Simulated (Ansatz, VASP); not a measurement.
**Two plane-wave programs on Ge**

```
Ge
1.0
     0.00000    2.81072    2.81072
     2.81072    0.00000    2.81072
     2.81072    2.81072    0.00000
Ge
2
Cartesian
  0.0000 0.0000 0.0000
  1.4054 1.4054 1.4054
```

Alike in both runs: functional LDA; k mesh 12 × 12 × 12; occupations gaussian, width 0.1 eV; no spin polarisation.

Ansatz relaxed the structure, and its values are those at the end. VASP's run is a single point on that final structure, the one shown.

|  | VASP | Ansatz |
| --- | --- | --- |
| version | VASP 6.6.1 | Ansatz 0.2.0 |
| potentials or method | VASP PAW LDA potentials, release 64 (Ge_d), cutoff 520 eV | scalar-relativistic, plane waves, PAW |
| valence electrons in the cell | 28 | 28 |

|  | VASP | Ansatz | Ansatz less VASP |
| --- | --- | --- | --- |
| pressure (GPa) | 0.1 | 0.0 | -0.11 |

LDA's correlation is that of Perdew and Zunger in VASP and of Perdew and Wang (1992) in Ansatz.
